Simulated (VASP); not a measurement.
# InSb3 (Fm-3m) in VASP: a series of runs, part 3 of 3

VASP 6.6.1. Earlier steps stand in the parts before.

### 5 Relaxation of cell and atoms, PBEsol, target pressure 20 GPa, at which the enthalpy is minimised

INCAR

```
SYSTEM = InSb3
ALGO = Normal ; EDIFF = 1E-7
EDIFFG = -0.01 ; ENCUT = 500
GGA = PS ; GGA_COMPAT = .FALSE.
IBRION = 2 ; ISIF = 3
ISMEAR = 0 ; LASPH = .TRUE.
LCHARG = .FALSE. ; LREAL = .FALSE.
LWAVE = .FALSE. ; NELM = 120
NELMIN = 4 ; NSW = 80
PREC = Accurate ; PSTRESS = 200.0
SIGMA = 0.01
```

KPOINTS

```
k-points
0
G
  5 5 5
  0 0 0
```

POSCAR

```
InSb3
1.0
    0.0000000000      3.8150000000      3.8150000000
    3.8150000000      0.0000000000      3.8150000000
    3.8150000000      3.8150000000      0.0000000000
In Sb
1 3
Direct
    0.0000000000      0.0000000000      0.0000000000
    0.5000000000      0.5000000000      0.5000000000
    0.2500000000      0.2500000000      0.2500000000
    0.7500000000      0.7500000000      0.7500000000
```

Potentials or basis: VASP PAW PBE potentials, release 64 (In_d, Sb).

Launch:

```sh
cat potpaw_PBE.64/In_d/POTCAR potpaw_PBE.64/Sb/POTCAR > POTCAR
mpirun -np 1 vasp_std > vasp.out
```

OUTCAR:

```text
SYSTEM = InSb3
   EDIFF = 1E-7
   EDIFFG = -0.01
   ENCUT = 500
   GGA = PS
   IBRION = 2
   ISIF = 3
   ISMEAR = 0
   LASPH = .TRUE.
   LREAL = .FALSE.
   NELM = 120
   NELMIN = 4
   NSW = 80
   PREC = Accurate
   PSTRESS = 200.0

 ion  position               nearest neighbor table
   1  0.000  0.000  0.000-   3 3.30   4 3.30   4 3.30   4 3.30   4 3.30   3 3.30   3 3.30   3 3.30
                             2 3.81   2 3.81   2 3.81   2 3.81   2 3.81   2 3.81
   2  0.500  0.500  0.500-   3 3.30   4 3.30   3 3.30   3 3.30   3 3.30   4 3.30   4 3.30   4 3.30
                             1 3.81   1 3.81   1 3.81   1 3.81   1 3.81   1 3.81
   3  0.250  0.250  0.250-   1 3.30   2 3.30   1 3.30   1 3.30   1 3.30   2 3.30   2 3.30   2 3.30

   4  0.750  0.750  0.750-   1 3.30   2 3.30   2 3.30   2 3.30   2 3.30   1 3.30   1 3.30   1 3.30

  LATTYP: Found a face centered cubic cell.
 ALAT       =     7.6300000000

  Lattice vectors:

 A1 = (   0.0000000000,   3.8150000000,   3.8150000000)
 A2 = (   3.8150000000,   0.0000000000,   3.8150000000)
 A3 = (   3.8150000000,   3.8150000000,   0.0000000000)

Analysis of symmetry for initial positions (statically):
=====================================================================
 Subroutine PRICEL returns:
 Original cell was already a primitive cell.

 Routine SETGRP: Setting up the symmetry group for a
 face centered cubic supercell.

 Subroutine GETGRP returns: Found 48 space group operations
[... 136 lines left out ...]
   LRPA    =     F    only Hartree local field effects (RPA)
 conjugate gradient relaxation of ions
 non-spin polarized calculation
 Gauss-broadening in eV      SIGMA  =   0.01
  energy-cutoff  :      500.00
  volume of cell :      111.05
 maximum number of plane-waves:      2840
   NGX = 19   NGY = 19   NGZ = 19

--------------------------------------- Ionic step        1  -------------------------------------------

 number of electron      27.9999995 magnetization

 Free energy of the ion-electron system (eV)
  ---------------------------------------------------
  ext. energy  EPLUGINS =         0.00000000
  ---------------------------------------------------
  free energy    TOTEN  =       -16.12499785 eV

  energy without entropy =      -16.12424040  energy(sigma->0) =      -16.12461913

 E-fermi :   7.2778     XC(G=0): -10.1844

 val. band max:        7.2670737637   @ k =   0.2000   0.0000   0.0000
 cond. band min:       7.2792788661   @ k =  -0.4000   0.4000   0.0000
 fundamental gap:      0.0122051025
 Fermi energy:         7.2778298319

 k-point     1 :       0.0000    0.0000    0.0000
  band No.  band energies     occupation
      1      -6.6951      2.00000
      2      -6.6951      2.00000
      3      -6.6951      2.00000
      4      -6.6649      2.00000
      5      -6.6649      2.00000
      6      -4.5233      2.00000
[... 358 lines left out ...]
--------------------------------------- Ionic step        5  -------------------------------------------

 number of electron      28.0000001 magnetization

 Free energy of the ion-electron system (eV)
  ---------------------------------------------------
  ext. energy  EPLUGINS =         0.00000000
  ---------------------------------------------------
  free energy    TOTEN  =       -15.29735921 eV

  energy without entropy =      -15.29686557  energy(sigma->0) =      -15.29711239

 E-fermi :  11.3375     XC(G=0): -11.3949

 val. band max:       10.7238694632   @ k =  -0.4000   0.2000   0.0000
 cond. band min:      11.3404958773   @ k =  -0.4000   0.4000   0.0000
 fundamental gap:      0.6166264141
 Fermi energy:        11.3374501753

 k-point     1 :       0.0000    0.0000    0.0000
  band No.  band energies     occupation
      1      -3.3896      2.00000
      2      -3.3896      2.00000
      3      -3.3896      2.00000
      4      -3.3108      2.00000
      5      -3.3108      2.00000
      6      -3.0285      2.00000
[... 234 lines left out ...]
  energy  without entropy=      -15.2968655701  energy(sigma->0) =      -15.29711239

  enthalpy is  TOTEN    =        -4.6716837289 eV   P V=       10.6256754806

 reached required accuracy - stopping structural energy minimisation
```

OSZICAR:

```text
N       E                     dE             d eps       ncg     rms          rms(c)
DAV:   1     0.182432948881E+03    0.18243E+03   -0.11248E+04   360   0.142E+03
DAV:   2     0.748807691614E+00   -0.18168E+03   -0.17898E+03   372   0.318E+02
DAV:   3    -0.155104385870E+02   -0.16259E+02   -0.15621E+02   466   0.942E+01
[... 60 lines left out ...]
DAV:   3    -0.152975458842E+02    0.32912E-02   -0.93197E-03   468   0.182E+00    0.149E-01
DAV:   4    -0.152973723166E+02    0.17357E-03   -0.57987E-04   422   0.196E-01    0.751E-02
DAV:   5    -0.152973585563E+02    0.13760E-04   -0.56110E-05   508   0.130E-01    0.231E-02
DAV:   6    -0.152973591346E+02   -0.57828E-06   -0.73942E-06   376   0.295E-02    0.727E-03
DAV:   7    -0.152973592095E+02   -0.74901E-07   -0.25325E-07   328   0.677E-03
   5 F= -.46716837E+01 E0= -.46714369E+01  d E =-.240891E+01
```

CONTCAR:

```text
InSb3
   1.00000000000000
     0.0000000000000000    3.4914222856641479    3.4914222856641479
     3.4914222856641479    0.0000000000000000    3.4914222856641479
     3.4914222856641479    3.4914222856641479    0.0000000000000000
  In              Sb
     1     3
Direct
     0.0000000000000000    0.0000000000000000    0.0000000000000000
     0.5000000000000000    0.5000000000000000    0.5000000000000000
     0.2500000000000000    0.2500000000000000    0.2500000000000000
     0.7500000000000000    0.7500000000000000    0.7500000000000000

  0.00000000E+00  0.00000000E+00  0.00000000E+00
  0.00000000E+00  0.00000000E+00  0.00000000E+00
  0.00000000E+00  0.00000000E+00  0.00000000E+00
  0.00000000E+00  0.00000000E+00  0.00000000E+00
```

Wall time 95 s (1 thread of Intel Xeon Platinum 8559C (Emerald Rapids), shared host); peak memory 0.26 GiB.

What came out:

```yaml
Free_energy: -15.2974 eV
Relaxed_volume: 21.28 Å³/atom
Relaxed_cell: a = 4.938 Å, b = 4.938 Å, c = 4.938 Å, α = 60.00°, β = 60.00°, γ = 60.00°
Space_group_after_relaxing_to_0.1_Å: Fm-3m (No. 225)
Energy_change_on_relaxing_the_run_minimises_the_enthalpy: +206.9 meV/atom
Ionic_steps: 5
Pressure_after_relaxing: 20.0 GPa
```

The path:
| step | energy change (eV) | largest force (eV/Å) | pressure (GPa) | volume (Å³) |
| --- | --- | --- | --- | --- |
| 1 | 0.0000 | 0.0000 | -4.03 | 111.05 |
| 2 | 13.3069 | 0.0000 | 163.66 | 56.67 |
| 3 | 0.5462 | 0.0000 | 15.85 | 87.64 |
| 4 | 0.7071 | 0.0000 | 18.28 | 86.13 |
| 5 | 0.8276 | 0.0000 | 20.03 | 85.12 |

Final structure:
```yaml
crystal:
  lattice:
    - [0.00000, 3.49142, 3.49142]
    - [3.49142, 0.00000, 3.49142]
    - [3.49142, 3.49142, 0.00000]
  atoms:
    - { symbol: In, position: [0.00000, 0.00000, 0.00000] }
    - { symbol: Sb, position: [0.50000, 0.50000, 0.50000] }
    - { symbol: Sb, position: [0.25000, 0.25000, 0.25000] }
    - { symbol: Sb, position: [0.75000, 0.75000, 0.75000] }
```

Caveat: the cell is relaxed towards a set pressure, so the run minimises the enthalpy, not the energy; the volume moved by over 15 % at a fixed basis, so the end points are rough; the highest band is partly filled, so the run has too few bands; the PAW data sets were made with another functional, which shifts forces and pressure a little; spin-orbit coupling is left out, which moves the levels of the heavy elements.

### 6 The runs side by side

```tsv
cell	pressure (GPa)
relaxed	0.0
relaxed to 5 GPa	5.0
relaxed to 10 GPa	10.0
relaxed to 20 GPa	20.0
```

Alike in all rows: task relaxation of cell and atoms; level PBEsol; potentials or basis VASP PAW PBE potentials, release 64 (In_d, Sb); no spin polarisation; k mesh 5 × 5 × 5; cutoff (eV) 500; smearing gaussian 0.01 eV.

Caveats: the highest band is partly filled, so the run has too few bands; the PAW data sets were made with another functional, which shifts forces and pressure a little; spin-orbit coupling is left out, which moves the levels of the heavy elements; the cell is relaxed towards a set pressure, so the run minimises the enthalpy, not the energy (at least some runs); the volume moved by over 15 % at a fixed basis, so the end points are rough (at least some runs).

Absolute energies hang on the potentials; compare differences alone.
